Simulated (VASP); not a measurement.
# P2Se2O (I4/mmm) in VASP: further runs

Runs on P2Se2O. Level: PBE+D3(BJ). Tasks: single point.

Everything below comes from runs of VASP 6.6.1. Logs are shortened: lines on timing, memory, paths and dates and some standing lists are left out, and cuts for length are marked.

## Step 1: The cell of the first run

It takes space group I4/mmm (No. 139, tetragonal). Conventional cell: a = 5.128 Å, b = 5.128 Å, c = 6.420 Å, α = 90.00°, β = 90.00°, γ = 90.00°. P (site symmetry -4m2) has 4 Se at 2.58 Å and 4 O at 3.03 Å and 2 P at 3.21 Å within 3.4 Å. Se (site symmetry 4mm) has 1 O at 1.91 Å within 2.5 Å. O (site symmetry 4/mmm) has 2 Se at 1.91 Å within 2.5 Å.

## Step 2: Single point, PBE+D3(BJ)

The input, INCAR:

```
  ALGO = Normal
  EDIFF = 1E-6
  ENCUT = 520
  GGA = PE
  ISIF = 2
  ISMEAR = 0
  IVDW = 12
  LASPH = T
  LCHARG = T
  LELF = T
  LREAL = F
  LVHAR = T
  LWAVE = F
  NBANDS = 22
  NELM = 100
  PREC = Accurate
  SIGMA = 0.1
```

The input, KPOINTS:

```
k-points
0
Gamma
  6 6 6
```

The input, POSCAR:

```
P2Se2O
1.0
   -2.5641581704      2.5641581704      3.2101477882
    2.5641581704     -2.5641581704      3.2101477882
    2.5641581704      2.5641581704     -3.2101477882
P Se O
2 2 1
Direct
    0.7500000000      0.2500000000      0.5000000000
    0.2500000000      0.7500000000      0.5000000000
    0.2972718294      0.2972718294      0.0000000000
    0.7027281706      0.7027281706      0.0000000000
    0.0000000000      0.0000000000      0.0000000000
```

Potentials or basis: VASP PAW PBE potentials, release 64 (P, Se, O).

Started as:

```console
cat potpaw_PBE.64/P/POTCAR potpaw_PBE.64/Se/POTCAR potpaw_PBE.64/O/POTCAR > POTCAR
mpirun -np 1 vasp_std > vasp.out
```

OUTCAR:

```text
EDIFF = 1E-6
   ENCUT = 520
   GGA = PE
   ISIF = 2
   ISMEAR = 0
   IVDW = 12
   LASPH = T
   LREAL = F
   NELM = 100
   PREC = Accurate
 IVDW          = 12

 ion  position               nearest neighbor table
   1  0.750  0.250  0.500-   3 2.58   4 2.58   3 2.58   4 2.58
   2  0.250  0.750  0.500-   3 2.58   4 2.58   3 2.58   4 2.58
   3  0.297  0.297  0.000-   5 1.91   2 2.58   1 2.58   2 2.58   1 2.58   4 2.60
   4  0.703  0.703  0.000-   5 1.91   1 2.58   2 2.58   1 2.58   2 2.58   3 2.60
   5  0.000  0.000  0.000-   3 1.91   4 1.91

  LATTYP: Found a body centered tetragonal cell.
 ALAT       =     5.1283163408
 C/A-ratio  =     1.2519304875

  Lattice vectors:

 A1 = (  -2.5641581704,   2.5641581704,   3.2101477882)
 A2 = (   2.5641581704,  -2.5641581704,   3.2101477882)
 A3 = (   2.5641581704,   2.5641581704,  -3.2101477882)

Analysis of symmetry for initial positions (statically):
=====================================================================
 Subroutine PRICEL returns:
 Original cell was already a primitive cell.

 Routine SETGRP: Setting up the symmetry group for a
 body centered tetragonal supercell.

 Subroutine GETGRP returns: Found 16 space group operations
 (whereof 16 operations were pure point group operations)
 out of a pool of 16 trial point group operations.

The static configuration has the point symmetry D_4h.

Analysis of symmetry for dynamics (positions and initial velocities):
=====================================================================
 Subroutine PRICEL returns:
 Original cell was already a primitive cell.

 Routine SETGRP: Setting up the symmetry group for a
 body centered tetragonal supercell.

 Subroutine GETGRP returns: Found 16 space group operations
 (whereof 16 operations were pure point group operations)
 out of a pool of 16 trial point group operations.

The dynamic configuration has the point symmetry D_4h.

 Subroutine INISYM returns: Found 16 space group operations
 (whereof 16 operations are pure point group operations),
 and found     1 'primitive' translations

----------------------------------------------------------------------------------------

                                     Primitive cell

  volume of cell :      84.4257

  direct lattice vectors                    reciprocal lattice vectors
    -2.564158170  2.564158170  3.210147788     0.000000000  0.194995771  0.155756069
     2.564158170 -2.564158170  3.210147788     0.194995771  0.000000000  0.155756069
     2.564158170  2.564158170 -3.210147788     0.194995771  0.194995771  0.000000000

  length of vectors
     4.843022101  4.843022101  4.843022101     0.249566231  0.249566231  0.275765664

  position of ions in fractional coordinates (direct lattice)
     0.750000000  0.250000000  0.500000000
     0.250000000  0.750000000  0.500000000
     0.297271829  0.297271829  0.000000000
     0.702728171  0.702728171  0.000000000
     0.000000000  0.000000000  0.000000000

  ion indices of the primitive-cell ions
   primitive index   ion index
                 1           1
                 2           2
                 3           3
                 4           4
                 5           5

----------------------------------------------------------------------------------------

 KPOINTS: k-points

Automatic generation of k-mesh.
 Grid dimensions read from file:
 generate k-points for:    6    6    6

 Generating k-lattice:

  Cartesian coordinates                     Fractional coordinates (reciprocal lattice)
     0.000000000  0.032499295  0.025959345     0.166666667  0.000000000 -0.000000000
     0.032499295  0.000000000  0.025959345     0.000000000  0.166666667 -0.000000000
     0.032499295  0.032499295  0.000000000     0.000000000  0.000000000  0.166666667

  Length of vectors
     0.041594372  0.041594372  0.045960944

  Shift w.r.t. Gamma in fractional coordinates (k-lattice)
     0.000000000  0.000000000  0.000000000

 Subroutine IBZKPT returns following result:
 ===========================================

 Found     30 irreducible k-points:

 Following reciprocal coordinates:
            Coordinates               Weight
  0.000000  0.000000  0.000000      1.000000
  0.166667  0.000000  0.000000      8.000000
  0.333333  0.000000 -0.000000      8.000000
  0.500000  0.000000  0.000000      4.000000
  0.166667  0.166667  0.000000      8.000000
  0.333333  0.166667  0.000000     16.000000
[... 16 lines left out ...]
 -0.333333 -0.333333  0.166667      8.000000
 -0.166667 -0.333333  0.166667      8.000000
 [... further k-points ...]
   k-points           NKPTS =     30   k-points in BZ     NKDIM =     30   number of bands    NBANDS=     22
   number of dos      NEDOS =    301   number of ions     NIONS =      5
   total plane-waves  NPLWV =  46656
   dimension x,y,z NGX =    36 NGY =   36 NGZ =   36
   dimension x,y,z NGXF=    72 NGYF=   72 NGZF=   72
   ions per type =               2   2   1
   NGX,Y,Z   is equivalent  to a cutoff of  12.36, 12.36, 12.36 a.u.
   NGXF,Y,Z  is equivalent  to a cutoff of  24.72, 24.72, 24.72 a.u.
 SYSTEM =  unknown system
   PREC   = accura    normal or accurate (medium, high low for compatibility)
   ISTART =      0    job   : 0-new  1-cont  2-samecut
   ICHARG =      2    charge: 1-file 2-atom 10-const
   ISPIN  =      1    spin polarized calculation?
   LNONCOLLINEAR =      F non collinear calculations
   LSORBIT =      F    spin-orbit coupling
   LASPH  =      T    aspherical Exc in radial PAW
   ENCUT  =  520.0 eV  38.22 Ry    6.18 a.u.   9.00  9.00  9.00*2*pi/ulx,y,z
   NELM   =    100;   NELMIN=  2; NELMDL= -5     # of ELM steps
   EDIFF  = 0.1E-05   stopping-criterion for ELM
   LREAL  =      F    real-space projection
   EDIFFG = 0.1E-04   stopping-criterion for IOM
   NSW    =      0    number of steps for IOM
   IBRION =     -1    ionic relax: 0-MD 1-quasi-New 2-CG
   NFREE  =      0    steps in history (QN), initial steepest desc. (CG)
   ISIF   =      2    stress and relaxation
   ISYM   =      2    0-nonsym 1-usesym 2-fastsym
   POTIM  = 0.5000    time-step for ionic-motion
   TEBEG  =    0.0;   TEEND  =   0.0 temperature during run
   PSTRESS=    0.0 pullay stress
   NELECT =      28.0000    total number of electrons
   NUPDOWN=      -1.0000    fix difference up-down
   EMIN   =  10.00;   EMAX   =-10.00  energy-range for DOS
   EFERMI =   0.00;   METHOD = LEGACY
   ISMEAR =     0;   SIGMA  =   0.10  broadening in eV -4-tet -1-fermi 0-gaus
   EFERMI_NEDOS =   21; number of points for ismear=-14 and -15
   IALGO  =     38    algorithm
   IMIX   =      4    mixing-type and parameters
     AMIX     =   0.40;   BMIX     =  1.00
     AMIX_MAG =   1.60;   BMIX_MAG =  1.00
  volume/ion in A,a.u.               =      16.89       113.95
  Fermi-wavevector in a.u.,A,eV,Ry     =   1.133190  2.141418 17.471499  1.284119
  Thomas-Fermi vector in A             =   2.269892
   LORBIT       =      0    0 simple, 1 ext, 2 COOP (PROOUT), +10 PAW based schemes
   GGA     = PE    functional components
   LHFCALC =     F    Hartree Fock is set to
   AEXX    =    0.0000 exact exchange contribution
   IVDW    =    12    specifies the selected vdW correction
   LEPSILON=     F    determine dielectric tensor
   LRPA    =     F    only Hartree local field effects (RPA)
 non-spin polarized calculation
 Gauss-broadening in eV      SIGMA  =   0.10
  energy-cutoff  :      520.00
  volume of cell :       84.43
 maximum number of plane-waves:      2304
   NGX = 19   NGY = 19   NGZ = 19

 number of electron      28.0000000 magnetization

 Free energy of the ion-electron system (eV)
  ---------------------------------------------------
  ext. energy  EPLUGINS =         0.00000000
  ---------------------------------------------------
  free energy    TOTEN  =       -20.24608550 eV

  energy without entropy =      -20.23617484  energy(sigma->0) =      -20.24113017

 E-fermi :   6.0177     XC(G=0): -10.4277

 val. band max:        5.9844837157   @ k =   0.3333   0.0000  -0.0000
 cond. band min:       6.0553704202   @ k =   0.5000   0.5000   0.0000
 fundamental gap:      0.0708867044
 Fermi energy:         6.0176574457

 k-point     1 :       0.0000    0.0000    0.0000
  band No.  band energies     occupation
      1     -13.5478      2.00000
      2      -8.7803      2.00000
      3      -7.8435      2.00000
      4      -2.9351      2.00000
      5      -2.4233      2.00000
      6      -0.3886      2.00000
[... 14 lines left out ...]
     21      13.0497      0.00000
     22      13.1170      0.00000

 k-point     2 :       0.1667    0.0000    0.0000
  band No.  band energies     occupation
      1     -13.4864      2.00000
      2      -9.1262      2.00000
      3      -7.4343      2.00000
      4      -3.3538      2.00000
      5      -2.8359      2.00000
      6      -0.4184      2.00000
[... 14 lines left out ...]
     21      12.3850      0.00000
     22      12.8263      0.00000

 k-point     3 :       0.3333    0.0000   -0.0000
  band No.  band energies     occupation
      1     -13.3545      2.00000
      2      -9.5573      2.00000
      3      -6.8863      2.00000
      4      -3.8563      2.00000
      5      -3.3883      2.00000
      6      -1.4003      2.00000
[... 14 lines left out ...]
     21      11.6301      0.00000
     22      12.7318      0.00000
[... 476 lines left out ...]
 k-point    23 :      -0.3333   -0.3333    0.1667
  band No.  band energies     occupation
      1     -13.2502      2.00000
      2      -9.7566      2.00000
      3      -6.7697      2.00000
      4      -4.5059      2.00000
      5      -2.6667      2.00000
      6      -1.1927      2.00000
[... 14 lines left out ...]
     21      11.0434      0.00000
     22      12.9202      0.00000

 k-point    24 :      -0.1667   -0.3333    0.1667
  band No.  band energies     occupation
      1     -13.3120      2.00000
      2      -9.8426      2.00000
      3      -6.4378      2.00000
      4      -3.9136      2.00000
      5      -2.2894      2.00000
      6      -1.8265      2.00000
[... 14 lines left out ...]
     21      11.6081      0.00000
     22      12.4606      0.00000

 [... further k-points ...]

------------------------ aborting loop because EDIFF is reached ----------------------------------------

 Edisp (eV)   -1.70656

 E8    (eV) :    -0.6577

  FORCE on cell =-STRESS in cart. coord.  units (eV):
  Direction    XX          YY          ZZ          XY          YZ          ZX
  --------------------------------------------------------------------------------------
  -------------------------------------------------------------------------------------
  Total       0.17058     0.17058     0.17149     0.00000    -0.00000     0.00000
  in kB       3.23723     3.23723     3.25441     0.00000    -0.00000     0.00000
  external pressure =        3.24 kB  Pullay stress =        0.00 kB

 VOLUME and BASIS-vectors are now :
 -----------------------------------------------------------------------------
  energy-cutoff  :      520.00
  volume of cell :       84.43
      direct lattice vectors                 reciprocal lattice vectors
    -2.564158170  2.564158170  3.210147788     0.000000000  0.194995771  0.155756069
     2.564158170 -2.564158170  3.210147788     0.194995771  0.000000000  0.155756069
     2.564158170  2.564158170 -3.210147788     0.194995771  0.194995771  0.000000000

 POSITION                                       TOTAL-FORCE (eV/Angst)
 -----------------------------------------------------------------------------------
      0.00000      2.56416      1.60507         0.000000      0.000000      0.000000
      2.56416      0.00000      1.60507         0.000000      0.000000     -0.000000
      0.00000      0.00000      1.90857        -0.000000     -0.000000      0.038525
      0.00000      0.00000      4.51172        -0.000000     -0.000000     -0.038525
      0.00000      0.00000      0.00000         0.000000      0.000000      0.000000
 -----------------------------------------------------------------------------------
    total drift:                               -0.000000      0.000000     -0.000000

  FREE ENERGIE OF THE ION-ELECTRON SYSTEM (eV)
  ---------------------------------------------------
  free  energy   TOTEN  =       -21.9526454121 eV

  energy  without entropy=      -21.9427347517  energy(sigma->0) =      -21.94769008
```

It took 20 s on 1 thread of Intel Xeon 6975P-C (Granite Rapids), shared host; peak memory 0.24 GiB.

Results:

```yaml
Free_energy: -21.9526 eV
Pressure: 0.3 GPa
Largest_force: 0.039 eV/Å
Band_gap_on_the_k_mesh: zero (band 14 reaches 6.56 eV, above the bottom of band 15 at 5.43 eV)
Dispersion_energy_per_atom: -0.341 eV
```

Forces in eV/Å, atoms in the order of the input:
```
P    0.000  0.000  0.000
P    0.000  0.000  0.000
Se   0.000  0.000  0.039
Se   0.000  0.000 -0.039
O    0.000  0.000  0.000
```

Caveat: pairwise dispersion overbinds metals, which lowers pressure and volume.

[end of part 1 of 2]
